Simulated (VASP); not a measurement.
# LiY in VASP: further runs

Aim: see how the results for LiY move with the level of theory and the settings. Levels: PBE, PBEsol. Tasks: single point.

Program: VASP 6.6.1. These are calculated values, not measurements. Logs are shortened: lines on timing, memory, paths and dates and some standing lists are left out, and cuts for length are marked.

### Step 1. The cell of the first run

The typed cell holds 2 atoms: a = 3.083 Å, b = 3.083 Å, c = 4.528 Å, α = 90.00°, β = 90.00°, γ = 120.00°.

### Step 2. Single point, PBE

File INCAR:

```
  PREC = Accurate
  ENCUT = 520
  EDIFF = 1E-6
  ISMEAR = 0
  SIGMA = 0.05
  LREAL = F
  LASPH = T
  NELM = 60
  ALGO = Normal
  ISIF = 2
  LWAVE = F
  LCHARG = F
  GGA = PE
  NBANDS = 14
```

File KPOINTS:

```
Automatic mesh
0
Gamma
  7 7 4
```

File POSCAR:

```
LiY
1.0
    3.0834595800      0.0000000000      0.0000000000
   -1.5417297900      2.6703543300      0.0000000000
    0.0000000000      0.0000000000      4.5284494500
Li Y
1 1
Direct
   -0.0173880000     -0.0217820000      0.8958420000
    0.0070620000      0.0199640000      0.3950210000
```

Potentials or basis: VASP PAW PBE potentials, release 64 (Li_sv, Y_sv).

Launch:

```sh
$ cat potpaw_PBE.64/Li_sv/POTCAR potpaw_PBE.64/Y_sv/POTCAR > POTCAR
$ mpirun -np 1 vasp_std > vasp.out
```

OUTCAR:

```text
PREC = Accurate
   ENCUT = 520
   EDIFF = 1E-6
   ISMEAR = 0
   LREAL = F
   LASPH = T
   NELM = 60
   ISIF = 2
   GGA = PE

 ion  position               nearest neighbor table
   1  0.983  0.978  0.896-   2 2.26   2 2.27
   2  0.007  0.020  0.395-   1 2.26   1 2.27

  LATTYP: Found a hexagonal cell.
 ALAT       =     3.0834595800
 C/A-ratio  =     1.4686261754

  Lattice vectors:

 A1 = (   3.0834595800,   0.0000000000,   0.0000000000)
 A2 = (  -1.5417297900,   2.6703543300,   0.0000000000)
 A3 = (   0.0000000000,   0.0000000000,   4.5284494500)

Analysis of symmetry for initial positions (statically):
=====================================================================
 Subroutine PRICEL returns:
 Original cell was already a primitive cell.

 Routine SETGRP: Setting up the symmetry group for a
 hexagonal supercell.

 Subroutine GETGRP returns: Found  1 space group operations
 (whereof  1 operations were pure point group operations)
 out of a pool of 24 trial point group operations.

The static configuration has the point symmetry C_1 .

Analysis of symmetry for dynamics (positions and initial velocities):
=====================================================================
 Subroutine PRICEL returns:
 Original cell was already a primitive cell.

 Routine SETGRP: Setting up the symmetry group for a
 hexagonal supercell.

 Subroutine GETGRP returns: Found  1 space group operations
 (whereof  1 operations were pure point group operations)
 out of a pool of 24 trial point group operations.

The dynamic configuration has the point symmetry C_1 .

 Subroutine INISYM returns: Found  1 space group operations
 (whereof  1 operations are pure point group operations),
 and found     1 'primitive' translations

----------------------------------------------------------------------------------------

                                     Primitive cell

  volume of cell :      37.2869

  direct lattice vectors                    reciprocal lattice vectors
     3.083459580  0.000000000  0.000000000     0.324311045  0.187241069  0.000000000
    -1.541729790  2.670354330  0.000000000     0.000000000  0.374482138  0.000000000
     0.000000000  0.000000000  4.528449450     0.000000000  0.000000000  0.220826137

  length of vectors
[... 89 lines left out ...]
   ISYM   =      2    0-nonsym 1-usesym 2-fastsym
   POTIM  = 0.5000    time-step for ionic-motion
   TEBEG  =    0.0;   TEEND  =   0.0 temperature during run
   PSTRESS=    0.0 pullay stress
   NELECT =      14.0000    total number of electrons
   NUPDOWN=      -1.0000    fix difference up-down
   EMIN   =  10.00;   EMAX   =-10.00  energy-range for DOS
   EFERMI =   0.00;   METHOD = LEGACY
   ISMEAR =     0;   SIGMA  =   0.05  broadening in eV -4-tet -1-fermi 0-gaus
   EFERMI_NEDOS =   21; number of points for ismear=-14 and -15
   IALGO  =     38    algorithm
   IMIX   =      4    mixing-type and parameters
     AMIX     =   0.40;   BMIX     =  1.00
     AMIX_MAG =   1.60;   BMIX_MAG =  1.00
  volume/ion in A,a.u.               =      18.64       125.81
  Fermi-wavevector in a.u.,A,eV,Ry     =   1.181042  2.231845 18.978220  1.394860
  Thomas-Fermi vector in A             =   2.317323
   LORBIT       =      0    0 simple, 1 ext, 2 COOP (PROOUT), +10 PAW based schemes
   GGA     = PE    functional components
   LHFCALC =     F    Hartree Fock is set to
   AEXX    =    0.0000 exact exchange contribution
   IVDW    =     0    specifies the selected vdW correction
   LEPSILON=     F    determine dielectric tensor
   LRPA    =     F    only Hartree local field effects (RPA)
 non-spin polarized calculation
 Gauss-broadening in eV      SIGMA  =   0.05
  energy-cutoff  :      520.00
  volume of cell :       37.29
 maximum number of plane-waves:      1016
   NGX = 11   NGY = 11   NGZ = 17

 number of electron      13.9999992 magnetization

 Free energy of the ion-electron system (eV)
  ---------------------------------------------------
  ext. energy  EPLUGINS =         0.00000000
  ---------------------------------------------------
  free energy    TOTEN  =        -6.05963487 eV

  energy without entropy =       -6.05588981  energy(sigma->0) =       -6.05776234

 E-fermi :   3.7656     XC(G=0):  -9.7798

 val. band max:        3.7643111252   @ k =  -0.4286   0.2857   0.0000
 cond. band min:       3.7761090212   @ k =   0.4286   0.2857   0.2500
 fundamental gap:      0.0117978959
 Fermi energy:         3.7655767457

 k-point     1 :       0.0000    0.0000    0.0000
  band No.  band energies     occupation
      1     -43.6730      2.00000
      2     -38.7385      2.00000
      3     -19.2279      2.00000
      4     -17.8324      2.00000
      5     -17.8309      2.00000
      6      -0.7425      2.00000
      7       2.8902      2.00000
      8       6.0972      0.00000
      9       6.1999      0.00000
     10       6.2006      0.00000
     11       9.0134      0.00000
     12       9.0185      0.00000
     13      12.7924      0.00000
     14      14.7668      0.00000
[... 377 lines left out ...]
      1     -43.6600      2.00000
      2     -38.4676      2.00000
      3     -19.1275      2.00000
      4     -18.9282      2.00000
      5     -18.7202      2.00000
      6       3.4837      2.00000
      7       3.8580      0.00894
      8       4.0181      0.00000
      9       5.3729      0.00000
     10       6.0179      0.00000
     11       8.0800      0.00000
     12       8.4505      0.00000
     13      12.0875      0.00000
     14      12.6170      0.00000

 [... further k-points ...]

------------------------ aborting loop because EDIFF is reached ----------------------------------------

  FORCE on cell =-STRESS in cart. coord.  units (eV):
  Direction    XX          YY          ZZ          XY          YZ          ZX
  --------------------------------------------------------------------------------------
  -------------------------------------------------------------------------------------
  Total        1.3231009      1.3671566      9.3184993      0.0044423      0.0026594      0.0002626
  in kB       56.8521471     58.7451710    400.4053594      0.1908806      0.1142721      0.0112834
  external PRESSURE =     172.0008925 kB  Pullay stress =       0.0000000 kB

 VOLUME and BASIS-vectors are now :
 -----------------------------------------------------------------------------
  energy-cutoff  :      520.00
  volume of cell :       37.29
      direct lattice vectors                 reciprocal lattice vectors
     3.083459580  0.000000000  0.000000000     0.324311045  0.187241069  0.000000000
    -1.541729790  2.670354330  0.000000000     0.000000000  0.374482138  0.000000000
     0.000000000  0.000000000  4.528449450     0.000000000  0.000000000  0.220826137

 POSITION                                       TOTAL-FORCE (eV/Angst)
 -----------------------------------------------------------------------------------
      1.52170      2.61219      4.05678        -0.030256     -0.307945     -0.031289
     -0.00900      0.05331      1.78883         0.030256      0.307945      0.031289
 -----------------------------------------------------------------------------------
    total drift:                                0.000410     -0.000094     -0.000004

  FREE ENERGIE OF THE ION-ELECTRON SYSTEM (eV)
  ---------------------------------------------------
  free  energy   TOTEN  =        -6.0596348684 eV

  energy  without entropy=       -6.0558898111  energy(sigma->0) =       -6.05776234
```

stdout:

```text
POSCAR found type information on POSCAR LiY
 POSCAR found :  2 types and       2 ions
 scaLAPACK will be used
 LDA part: xc-table for (Slater+PW92), standard interpolation
 POSCAR, INCAR and KPOINTS ok, starting setup
 FFT: planning ... GRIDC
 FFT: planning ... GRID_SOFT
 FFT: planning ... GRID
 WAVECAR not read
 entering main loop
```

Run time: 32 s. Hardware: 1 thread of AMD EPYC 7R13 (Zen 3), shared host; peak memory 0.18 GiB.

What came out:

```yaml
Free_energy: -6.0596 eV
Largest_force: 0.311 eV/Å
Band_gap_on_the_k_mesh: zero (bands 7 and 8 overlap by 0.93 eV)
```

Forces on the atoms (eV/Å):
```
Li  -0.030 -0.308 -0.031
Y    0.030  0.308  0.031
```

Levels at points of the mesh, in eV from the Fermi level:
| k point | band 4 | band 5 | band 6 | band 7 | band 8 | band 9 | band 10 | band 11 |
| --- | --- | --- | --- | --- | --- | --- | --- | --- |
| (0.00, 0.00, 0.00) | -21.60 | -21.60 | -4.51 | -0.88 | 2.33 | 2.43 | 2.44 | 5.25 |
| (0.00, 0.00, 0.50) | -21.60 | -21.59 | -3.25 | -1.82 | -0.11 | 2.49 | 2.49 | 4.69 |

Caveat: the cutoff is under 1.25 times the usual one of these potentials, so pressure, stress and relaxed cells hold a basis-set (Pulay) error.

### Step 3. Single point, PBE

File INCAR:

```
SYSTEM = LiY
PREC     = Accurate       ! precision mode
ENCUT    = 520            ! plane-wave cutoff, eV
EDIFF    = 1E-6           ! SCF threshold, eV
ISMEAR   = 0              ! smearing method
SIGMA    = 0.05           ! smearing width, eV
LREAL    = .False.        ! projectors in reciprocal space
LASPH    = .True.         ! aspherical terms in the spheres
NELM     = 60             ! most SCF steps
ALGO     = Normal         ! electronic algorithm
ISIF     = 2              ! what is computed and relaxed
LWAVE    = .False.        ! write WAVECAR
LCHARG   = .False.        ! write CHGCAR
GGA      = PE             ! functional
NBANDS   = 14             ! bands
```

File KPOINTS:

```
regular mesh
0
Gamma
  7 7 4
  0 0 0
```

POSCAR is that of step 2.

Potentials or basis: VASP PAW PBE potentials, release 64 (Li_sv, Y_sv).

Launch:

```sh
$ cat potpaw_PBE.64/Li_sv/POTCAR potpaw_PBE.64/Y_sv/POTCAR > POTCAR
$ mpirun -np 1 vasp_std > vasp.out
```

Wall time 31 s (1 thread of AMD EPYC 7R13 (Zen 3), shared host); peak memory 0.18 GiB.

It converged, with:

* Free energy: -6.0596 eV
* Largest force: 0.311 eV/Å
* Band gap on the k mesh: zero (bands 7 and 8 overlap by 0.93 eV)

Forces in eV/Å, atoms in the order of the input:
```
Li  -0.030 -0.308 -0.031
Y    0.030  0.308  0.031
```

Levels at points of the mesh, in eV from the Fermi level:
```
           k point  band 5  band 6  band 7  band 8  band 9  band 10
(0.00, 0.00, 0.00)  -21.60   -4.51   -0.88    2.33    2.43     2.44
(0.00, 0.00, 0.50)  -21.59   -3.25   -1.82   -0.11    2.49     2.49
```

Caveat: the cutoff is under 1.25 times the usual one of these potentials, so pressure, stress and relaxed cells hold a basis-set (Pulay) error.

### Step 4. Single point, PBEsol, non-collinear spin, zero start, spin-orbit coupling

File INCAR:

```
SYSTEM = LiY
ALGO     = Normal         ! electronic algorithm
EDIFF    = 1E-6           ! SCF threshold, eV
ENCUT    = 520            ! plane-wave cutoff, eV
GGA      = PS             ! functional
GGA_COMPAT= .FALSE.      
ISIF     = 2              ! what is computed and relaxed
ISMEAR   = 0              ! smearing method
LASPH    = .TRUE.         ! aspherical terms in the spheres
LCHARG   = .FALSE.        ! write CHGCAR
LMAXMIX  = 4              ! l up to which the mixer works
LORBIT   = 11             ! projections on sites
LORBMOM  = .TRUE.       
LREAL    = .FALSE.        ! projectors in reciprocal space
LSORBIT  = .TRUE.         ! spin-orbit coupling
LWAVE    = .FALSE.        ! write WAVECAR
MAGMOM   = 0 0 0 0 0 0    ! initial moments
NBANDS   = 26             ! bands
NELM     = 150            ! most SCF steps
PREC     = Accurate       ! precision mode
SIGMA    = 0.1            ! smearing width, eV
```

File KPOINTS:

```
k-points
0
G
  8 8 5
  0 0 0
```

File POSCAR:

```
LiY
1.0
    3.0834595800      0.0000000000      0.0000000000
   -1.5417297900      2.6703543300      0.0000000000
    0.0000000000      0.0000000000      4.5284494500
Li Y
1 1
Direct
    0.0000000000      0.0000000000      0.8887955400
    0.0000000000      0.0000000000      0.4055029000
```

Launch:

```sh
$ cat potpaw_PBE.64/Li_sv/POTCAR potpaw_PBE.64/Y_sv/POTCAR > POTCAR
$ mpirun -np 1 vasp_ncl > vasp.out
```

It took 78 s on 1 thread of AMD EPYC 7R13 (Zen 3), shared host; peak memory 0.26 GiB.

It converged, with:

* Free energy: -6.6476 eV
* Largest force: 0.632 eV/Å
* Net moment: 0.00 μB per cell
* Valence electrons inside the program's atomic spheres: Li 2.14; Y 10.01

Forces on the atoms (eV/Å):
```
Li   0.000  0.000  0.632
Y    0.000  0.000 -0.632
```

Moments on the atoms (μB; x, y, z):
```
Li  0.00 0.00 0.00
Y   0.00 0.00 0.00
```

Caveat: the cutoff is under 1.25 times the usual one of these potentials, so pressure, stress and relaxed cells hold a basis-set (Pulay) error; the PAW data sets were made with another functional, which shifts forces and pressure a little.
